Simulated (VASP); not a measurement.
# SiC (P6_3mc) in VASP: notebook

SiC is run at these levels: r2SCAN, r2SCAN+D4, PBE; tasks: single point, relaxation of cell and atoms.

Program: VASP 6.6.1. These are calculated values, not measurements. Logs are shortened: lines on timing, memory, paths and dates and some standing lists are left out, and cuts for length are marked.

### 1 The cell of the first run

It takes space group P6_3mc (No. 186, hexagonal). Conventional cell: a = 3.076 Å, b = 3.076 Å, c = 5.047 Å, α = 90.00°, β = 90.00°, γ = 120.00°. Within 2.5 Å of Si (site symmetry 3m) lie 4 C at 1.88 to 1.90 Å. C (site symmetry 3m) has 4 Si at 1.88 to 1.90 Å within 2.5 Å.

### 2 Single point, r2SCAN

Input file POSCAR:

```
SiC
1.0
    3.0755278798      0.0000000000      0.0000000000
   -1.5377639399      2.6634852739      0.0000000000
    0.0000000000      0.0000000000      5.0473895487
Si C
2 2
Direct
    0.3333333333      0.6666666667      0.0045711878
    0.6666666667      0.3333333333      0.5045711878
    0.3333333333      0.6666666667      0.3804288122
    0.6666666667      0.3333333333      0.8804288122
```

Input file INCAR.step1:

```
PREC = Accurate
ENCUT = 520
ISMEAR = 0
SIGMA = 0.05
LREAL = False
LASPH = True
NELM = 80
NBANDS = 16
GGA = PE
ALGO = Normal
EDIFF = 1E-4
LWAVE = True
LCHARG = False
```

Input file INCAR.step2:

```
PREC = Accurate
ENCUT = 520
EDIFF = 1E-6
ISMEAR = 0
SIGMA = 0.05
LREAL = False
LASPH = True
NELM = 80
ALGO = Normal
ISIF = 2
LWAVE = False
LCHARG = False
METAGGA = R2SCAN
LMIXTAU = True
NBANDS = 16
ISTART = 1
```

Input file KPOINTS:

```
regular mesh
0
Gamma
  8 8 6
```

Potentials or basis: VASP PAW PBE potentials, release 64 (Si, C).

Started as:

```console
cat potpaw_PBE.64/Si/POTCAR potpaw_PBE.64/C/POTCAR > POTCAR
cp INCAR.step1 INCAR
mpirun -np 1 vasp_std > vasp.out
cp INCAR.step2 INCAR
mpirun -np 1 vasp_std > vasp.out
```

OUTCAR:

```text
PREC = Accurate
   ENCUT = 520
   EDIFF = 1E-6
   ISMEAR = 0
   LREAL = False
   LASPH = True
   NELM = 80
   ISIF = 2
   METAGGA = R2SCAN
   ISTART = 1

 ion  position               nearest neighbor table
   1  0.333  0.667  0.005-   4 1.88   4 1.88   4 1.88   3 1.90   2 3.09   2 3.09   2 3.09   2 3.09
                             2 3.09   2 3.09
   2  0.667  0.333  0.505-   3 1.88   3 1.88   3 1.88   4 1.90   1 3.09   1 3.09   1 3.09   1 3.09
                             1 3.09   1 3.09
   3  0.333  0.667  0.380-   2 1.88   2 1.88   2 1.88   1 1.90
   4  0.667  0.333  0.880-   1 1.88   1 1.88   1 1.88   2 1.90

  LATTYP: Found a hexagonal cell.
 ALAT       =     3.0755278798
 C/A-ratio  =     1.6411457629

  Lattice vectors:

 A1 = (   3.0755278798,   0.0000000000,   0.0000000000)
 A2 = (  -1.5377639399,   2.6634852739,   0.0000000000)
 A3 = (   0.0000000000,   0.0000000000,   5.0473895487)

Analysis of symmetry for initial positions (statically):
=====================================================================
 Subroutine PRICEL returns:
 Original cell was already a primitive cell.

 Routine SETGRP: Setting up the symmetry group for a
 hexagonal supercell.

 Subroutine GETGRP returns: Found 12 space group operations
 (whereof  6 operations were pure point group operations)
 out of a pool of 24 trial point group operations.

The static configuration has the point symmetry C_3v.
 The point group associated with its full space group is C_6v.

Analysis of symmetry for dynamics (positions and initial velocities):
=====================================================================
 Subroutine PRICEL returns:
 Original cell was already a primitive cell.

 Routine SETGRP: Setting up the symmetry group for a
 hexagonal supercell.

 Subroutine GETGRP returns: Found 12 space group operations
 (whereof  6 operations were pure point group operations)
 out of a pool of 24 trial point group operations.

The dynamic configuration has the point symmetry C_3v.
 The point group associated with its full space group is C_6v.

 Subroutine INISYM returns: Found 12 space group operations
 (whereof  6 operations are pure point group operations),
 and found     1 'primitive' translations

----------------------------------------------------------------------------------------

                                     Primitive cell

[... 90 lines left out ...]
   LSORBIT =      F    spin-orbit coupling
   LASPH  =      T    aspherical Exc in radial PAW
   ENCUT  =  520.0 eV  38.22 Ry    6.18 a.u.   5.72  5.72  9.38*2*pi/ulx,y,z
   NELM   =     80;   NELMIN=  2; NELMDL=  0     # of ELM steps
   EDIFF  = 0.1E-05   stopping-criterion for ELM
   LREAL  =      F    real-space projection
   EDIFFG = 0.1E-04   stopping-criterion for IOM
   NSW    =      0    number of steps for IOM
   IBRION =     -1    ionic relax: 0-MD 1-quasi-New 2-CG
   NFREE  =      0    steps in history (QN), initial steepest desc. (CG)
   ISIF   =      2    stress and relaxation
   ISYM   =      2    0-nonsym 1-usesym 2-fastsym
   POTIM  = 0.5000    time-step for ionic-motion
   TEBEG  =    0.0;   TEEND  =   0.0 temperature during run
   PSTRESS=    0.0 pullay stress
   NELECT =      16.0000    total number of electrons
   NUPDOWN=      -1.0000    fix difference up-down
   EMIN   =  10.00;   EMAX   =-10.00  energy-range for DOS
   EFERMI =   0.00;   METHOD = LEGACY
   ISMEAR =     0;   SIGMA  =   0.05  broadening in eV -4-tet -1-fermi 0-gaus
   EFERMI_NEDOS =   21; number of points for ismear=-14 and -15
   IALGO  =     38    algorithm
   IMIX   =      4    mixing-type and parameters
     AMIX     =   0.40;   BMIX     =  1.00
     AMIX_MAG =   1.60;   BMIX_MAG =  1.00
  volume/ion in A,a.u.               =      10.34        69.75
  Fermi-wavevector in a.u.,A,eV,Ry     =   1.192988  2.254419 19.364073  1.423219
  Thomas-Fermi vector in A             =   2.329013
   LORBIT       =      0    0 simple, 1 ext, 2 COOP (PROOUT), +10 PAW based schemes
   METAGGA = R2SCAN    functional components
   LHFCALC =     F    Hartree Fock is set to
   AEXX    =    0.0000 exact exchange contribution
   IVDW    =     0    specifies the selected vdW correction
   LEPSILON=     F    determine dielectric tensor
   LRPA    =     F    only Hartree local field effects (RPA)
 non-spin polarized calculation
 Gauss-broadening in eV      SIGMA  =   0.05
  energy-cutoff  :      520.00
  volume of cell :       41.35
 maximum number of plane-waves:      1126
 NGX is ok and might be reduce to    24
   NGX = 11   NGY = 11   NGZ = 19

 number of electron      15.9999999 magnetization

 Free energy of the ion-electron system (eV)
  ---------------------------------------------------
  ext. energy  EPLUGINS =         0.00000000
  ---------------------------------------------------
  free energy    TOTEN  =       -38.63691477 eV

  energy without entropy =      -38.63691477  energy(sigma->0) =      -38.63691477

 E-fermi :   8.4342     XC(G=0): -11.9290

 val. band max:        8.1454585028   @ k =   0.0000   0.0000   0.0000
 cond. band min:      11.0638688511   @ k =   0.3750   0.2500   0.0000
 fundamental gap:      2.9184103483
 Fermi energy:         8.4341854222

 k-point     1 :       0.0000    0.0000    0.0000
  band No.  band energies     occupation
      1      -8.2088      2.00000
      2      -4.5798      2.00000
      3      -0.8448      2.00000
      4       6.7590      2.00000
      5       6.7590      2.00000
      6       8.0356      2.00000
[... 433 lines left out ...]
      3       0.2921      2.00000
      4       1.5596      2.00000
      5       3.9669      2.00000
      6       5.3093      2.00000
[... 8 lines left out ...]
     15      20.7256      0.00000
     16      21.0957      0.00000

 [... further k-points ...]
[... 5 lines left out ...]
  --------------------------------------------------------------------------------------
  -------------------------------------------------------------------------------------
  Total       -0.0540042     -0.0540042     -0.0260810      0.0000000      0.0000000      0.0000000
  in kB       -2.0926717     -2.0926717     -1.0106435      0.0000000      0.0000000      0.0000000
  external PRESSURE =      -1.7319956 kB  Pullay stress =       0.0000000 kB

 VOLUME and BASIS-vectors are now :
 -----------------------------------------------------------------------------
  energy-cutoff  :      520.00
  volume of cell :       41.35
      direct lattice vectors                 reciprocal lattice vectors
     3.075527880  0.000000000  0.000000000     0.325147435  0.187723959  0.000000000
    -1.537763940  2.663485274  0.000000000     0.000000000  0.375447918  0.000000000
     0.000000000  0.000000000  5.047389549     0.000000000  0.000000000  0.198122216

 POSITION                                       TOTAL-FORCE (eV/Angst)
 -----------------------------------------------------------------------------------
     -0.00000      1.77566      0.02307        -0.000000     -0.000000      0.002249
      1.53776      0.88783      2.54677         0.000000      0.000000      0.002249
     -0.00000      1.77566      1.92017         0.000000     -0.000000     -0.002249
      1.53776      0.88783      4.44387         0.000000      0.000000     -0.002249
 -----------------------------------------------------------------------------------
    total drift:                               -0.000000     -0.000000     -0.000144

  FREE ENERGIE OF THE ION-ELECTRON SYSTEM (eV)
  ---------------------------------------------------
  free  energy   TOTEN  =       -38.6369147661 eV

  energy  without entropy=      -38.6369147661  energy(sigma->0) =      -38.63691477
```

OSZICAR.step1:

```text
N       E                     dE             d eps       ncg     rms          rms(c)
DAV:   1     0.239981954250E+02    0.23998E+02   -0.71045E+03  1280   0.893E+02
DAV:   2    -0.314254330805E+02   -0.55424E+02   -0.50905E+02  1856   0.156E+02
DAV:   3    -0.338141362157E+02   -0.23887E+01   -0.23788E+01  1672   0.294E+01
DAV:   4    -0.338313023952E+02   -0.17166E-01   -0.17163E-01  1568   0.311E+00
DAV:   5    -0.338314690234E+02   -0.16663E-03   -0.16662E-03  1656   0.288E-01    0.125E+01
DAV:   6    -0.301898846391E+02    0.36416E+01   -0.65269E+00  1616   0.157E+01    0.564E+00
DAV:   7    -0.301198799045E+02    0.70005E-01   -0.11327E+00  1816   0.618E+00    0.249E+00
DAV:   8    -0.301031857230E+02    0.16694E-01   -0.47908E-02  1416   0.140E+00    0.630E-01
DAV:   9    -0.301015602996E+02    0.16254E-02   -0.77059E-03  1664   0.594E-01    0.123E-01
DAV:  10    -0.301018742117E+02   -0.31391E-03   -0.10290E-03  1584   0.186E-01    0.575E-02
DAV:  11    -0.301018989409E+02   -0.24729E-04   -0.85348E-05  1056   0.695E-02
   1 F= -.30101899E+02 E0= -.30101899E+02  d E =-.895211E-11
```

It took 33 s on 1 thread of Intel Xeon 6975P-C (Granite Rapids), shared host; peak memory 0.16 GiB.

What came out:

```yaml
Free_energy: -38.6369 eV
Pressure: -0.2 GPa
Band_gap_on_the_k_mesh: 2.92 eV, indirect (least direct gap 4.48 eV)
```

Forces in eV/Å, atoms in the order of the input:
```
Si   0.000  0.000  0.002
Si   0.000  0.000  0.002
C    0.000  0.000 -0.002
C    0.000  0.000 -0.002
```

Stress tensor (GPa, compression positive):
```
-0.21  0.00  0.00
 0.00 -0.21  0.00
 0.00  0.00 -0.10
```

Levels at points of the mesh, in eV from the valence-band top:
```tsv
k point	band 5	band 6	band 7	band 8	band 9	band 10	band 11	band 12
(0.00, 0.00, 0.00)	-1.39	-0.11	0.00	0.00	5.38	6.78	7.19	7.19
(0.50, 0.00, 0.00)	-5.62	-3.48	-3.36	-1.26	3.23	4.67	7.47	7.65
(0.00, 0.00, 0.50)	-0.75	-0.75	-0.75	-0.75	6.50	6.50	7.89	7.89
(0.50, 0.00, 0.50)	-2.56	-2.56	-2.44	-2.44	3.72	3.72	5.79	5.79
```

Caveat: the PAW data sets were made with another functional, which shifts forces and pressure a little. A k mesh can miss the band edges.

### 3 Single point, r2SCAN+D4

POSCAR is that of step 2.

Input file INCAR.step1:

```
PREC = Accurate ; ENCUT = 520
ISMEAR = 0 ; SIGMA = 0.05
LREAL = F ; LASPH = T
NELM = 80 ; NBANDS = 16
GGA = PE ; ALGO = Normal
EDIFF = 1E-4 ; LWAVE = T
LCHARG = F
```

Input file INCAR.step2:

```
PREC = Accurate ; ENCUT = 520
EDIFF = 1E-6 ; ISMEAR = 0
SIGMA = 0.05 ; LREAL = F
LASPH = T ; NELM = 80
ALGO = Normal ; ISIF = 2
LWAVE = F ; LCHARG = F
METAGGA = R2SCAN ; LMIXTAU = T
IVDW = 13 ; VDW_S6 = 1.0
VDW_S8 = 0.6018749 ; VDW_A1 = 0.51559235
VDW_A2 = 5.77342911 ; NBANDS = 16
ISTART = 1
```

Input file KPOINTS:

```
Automatic mesh
0
Gamma
  8 8 6
```

Potentials or basis: VASP PAW PBE potentials, release 64 (Si, C).

Started as:

```console
cat potpaw_PBE.64/Si/POTCAR potpaw_PBE.64/C/POTCAR > POTCAR
cp INCAR.step1 INCAR
mpirun -np 1 vasp_std > vasp.out
cp INCAR.step2 INCAR
mpirun -np 1 vasp_std > vasp.out
```

It took 35 s on 1 thread of Intel Xeon 6975P-C (Granite Rapids), shared host; peak memory 0.16 GiB.

It converged, with:

```yaml
Free_energy: -39.1296 eV
Pressure: -1.7 GPa
Band_gap_on_the_k_mesh: 2.92 eV, indirect (least direct gap 4.48 eV)
Dispersion_energy_per_atom: -0.123 eV
```

Stress tensor (GPa, compression positive):
```
-1.72  0.00  0.00
 0.00 -1.72  0.00
 0.00  0.00 -1.61
```

Levels at points of the mesh, in eV from the valence-band top:
| k point | band 4 | band 5 | band 6 | band 7 | band 8 | band 9 | band 10 | band 11 | band 12 | band 13 |
| --- | --- | --- | --- | --- | --- | --- | --- | --- | --- | --- |
| (0.00, 0.00, 0.00) | -1.39 | -1.39 | -0.11 | 0.00 | 0.00 | 5.38 | 6.78 | 7.19 | 7.19 | 8.33 |
| (0.50, 0.00, 0.00) | -6.54 | -5.62 | -3.48 | -3.36 | -1.26 | 3.23 | 4.67 | 7.47 | 7.65 | 10.77 |
| (0.00, 0.00, 0.50) | -4.62 | -0.75 | -0.75 | -0.75 | -0.75 | 6.50 | 6.50 | 7.89 | 7.89 | 7.89 |
| (0.50, 0.00, 0.50) | -8.54 | -2.56 | -2.56 | -2.44 | -2.44 | 3.72 | 3.72 | 5.79 | 5.79 | 11.11 |

Caveat: the PAW data sets were made with another functional, which shifts forces and pressure a little. r2SCAN opens gaps a little over a GGA but as a rule still falls short of measured ones.

### 4 Single point, r2SCAN

POSCAR is that of step 3.

Input file INCAR.step1:

```
SYSTEM = SiC
PREC = Accurate
ENCUT = 520
ISMEAR = 0
SIGMA = 0.05
LREAL = .False.
LASPH = .True.
NELM = 100
NBANDS = 16
GGA = PE
ALGO = Normal
EDIFF = 1E-4
LWAVE = .True.
LCHARG = .False.
```

Input file INCAR.step2:

```
SYSTEM = SiC
PREC = Accurate
ENCUT = 520
EDIFF = 1E-7
ISMEAR = 0
SIGMA = 0.05
LREAL = .False.
LASPH = .True.
NELM = 100
ALGO = Normal
ISIF = 2
LWAVE = .False.
LCHARG = .True.
METAGGA = R2SCAN
LMIXTAU = .True.
LELF = .True.
LVHAR = .True.
NBANDS = 16
ISTART = 1
```

Input file KPOINTS:

```
regular mesh
0
Gamma
  8 8 6
  0 0 0
```

Potentials or basis: VASP PAW PBE potentials, release 64 (Si, C).

Started as:

```console
cat potpaw_PBE.64/Si/POTCAR potpaw_PBE.64/C/POTCAR > POTCAR
cp INCAR.step1 INCAR
mpirun -np 1 vasp_std > vasp.out
cp INCAR.step2 INCAR
mpirun -np 1 vasp_std > vasp.out
```

OUTCAR:

```text
SYSTEM = SiC
   PREC = Accurate
   ENCUT = 520
   EDIFF = 1E-7
   ISMEAR = 0
   LREAL = .False.
   LASPH = .True.
   NELM = 100
   ISIF = 2
   METAGGA = R2SCAN
   ISTART = 1

 ion  position               nearest neighbor table
   1  0.333  0.667  0.005-   4 1.88   4 1.88   4 1.88   3 1.90   2 3.09   2 3.09   2 3.09   2 3.09
                             2 3.09   2 3.09
   2  0.667  0.333  0.505-   3 1.88   3 1.88   3 1.88   4 1.90   1 3.09   1 3.09   1 3.09   1 3.09
                             1 3.09   1 3.09
   3  0.333  0.667  0.380-   2 1.88   2 1.88   2 1.88   1 1.90
   4  0.667  0.333  0.880-   1 1.88   1 1.88   1 1.88   2 1.90
[... 662 lines left out ...]
  -------------------------------------------------------------------------------------
  Total       -0.0549212     -0.0549212     -0.0269503      0.0000000      0.0000000      0.0000000
  in kB       -2.1282051     -2.1282051     -1.0443285      0.0000000      0.0000000      0.0000000
  external PRESSURE =      -1.7669129 kB  Pullay stress =       0.0000000 kB

 VOLUME and BASIS-vectors are now :
 -----------------------------------------------------------------------------
  energy-cutoff  :      520.00
  volume of cell :       41.35
      direct lattice vectors                 reciprocal lattice vectors
     3.075527880  0.000000000  0.000000000     0.325147435  0.187723959  0.000000000
    -1.537763940  2.663485274  0.000000000     0.000000000  0.375447918  0.000000000
     0.000000000  0.000000000  5.047389549     0.000000000  0.000000000  0.198122216

 POSITION                                       TOTAL-FORCE (eV/Angst)
 -----------------------------------------------------------------------------------
     -0.00000      1.77566      0.02307         0.000000     -0.000000      0.002253
      1.53776      0.88783      2.54677        -0.000000      0.000000      0.002253
     -0.00000      1.77566      1.92017         0.000000     -0.000000     -0.002253
      1.53776      0.88783      4.44387        -0.000000      0.000000     -0.002253
 -----------------------------------------------------------------------------------
    total drift:                               -0.000000     -0.000000     -0.000123

  FREE ENERGIE OF THE ION-ELECTRON SYSTEM (eV)
  ---------------------------------------------------
  free  energy   TOTEN  =       -38.6369093710 eV

  energy  without entropy=      -38.6369093710  energy(sigma->0) =      -38.63690937
```

OUTCAR.step1:

```text
SYSTEM = SiC
   PREC = Accurate
   ENCUT = 520
   ISMEAR = 0
   LREAL = .False.
   LASPH = .True.
   NELM = 100
[... 689 lines left out ...]
      1.53776      0.88783      2.54677         0.000000     -0.000000      0.003865
     -0.00000      1.77566      1.92017        -0.000000      0.000000     -0.003865
      1.53776      0.88783      4.44387         0.000000     -0.000000     -0.003865
 -----------------------------------------------------------------------------------
    total drift:                               -0.000000     -0.000000      0.000151

  FREE ENERGIE OF THE ION-ELECTRON SYSTEM (eV)
  ---------------------------------------------------
  free  energy   TOTEN  =       -30.1018989409 eV

  energy  without entropy=      -30.1018989409  energy(sigma->0) =      -30.10189894
```

OSZICAR.step1:

```text
N       E                     dE             d eps       ncg     rms          rms(c)
DAV:   1     0.239981954250E+02    0.23998E+02   -0.71045E+03  1280   0.893E+02
DAV:   2    -0.314254330805E+02   -0.55424E+02   -0.50905E+02  1856   0.156E+02
DAV:   3    -0.338141362157E+02   -0.23887E+01   -0.23788E+01  1672   0.294E+01
DAV:   4    -0.338313023952E+02   -0.17166E-01   -0.17163E-01  1568   0.311E+00
DAV:   5    -0.338314690234E+02   -0.16663E-03   -0.16662E-03  1656   0.288E-01    0.125E+01
DAV:   6    -0.301898846391E+02    0.36416E+01   -0.65269E+00  1616   0.157E+01    0.564E+00
DAV:   7    -0.301198799045E+02    0.70005E-01   -0.11327E+00  1816   0.618E+00    0.249E+00
DAV:   8    -0.301031857230E+02    0.16694E-01   -0.47908E-02  1416   0.140E+00    0.630E-01
DAV:   9    -0.301015602996E+02    0.16254E-02   -0.77059E-03  1664   0.594E-01    0.123E-01
DAV:  10    -0.301018742117E+02   -0.31391E-03   -0.10290E-03  1584   0.186E-01    0.575E-02
DAV:  11    -0.301018989409E+02   -0.24729E-04   -0.85348E-05  1056   0.695E-02
   1 F= -.30101899E+02 E0= -.30101899E+02  d E =-.895211E-11
```

Run time: 43 s. Hardware: 1 thread of Intel Xeon 6975P-C (Granite Rapids), shared host; peak memory 0.16 GiB.

What came out:

```
Free energy            : -38.6369 eV
Pressure               : -0.2 GPa
Band gap on the k mesh : 2.92 eV, indirect (least direct gap 4.48 eV)
```

Forces in eV/Å, atoms in the order of the input:
```
Si   0.000  0.000  0.002
Si   0.000  0.000  0.002
C    0.000  0.000 -0.002
C    0.000  0.000 -0.002
```

Stress tensor (GPa, compression positive):
```
-0.21  0.00  0.00
 0.00 -0.21  0.00
 0.00  0.00 -0.10
```

Caveat: the PAW data sets were made with another functional, which shifts forces and pressure a little. r2SCAN opens gaps a little over a GGA but as a rule still falls short of measured ones.

(Part 1 of 2 ends here.)
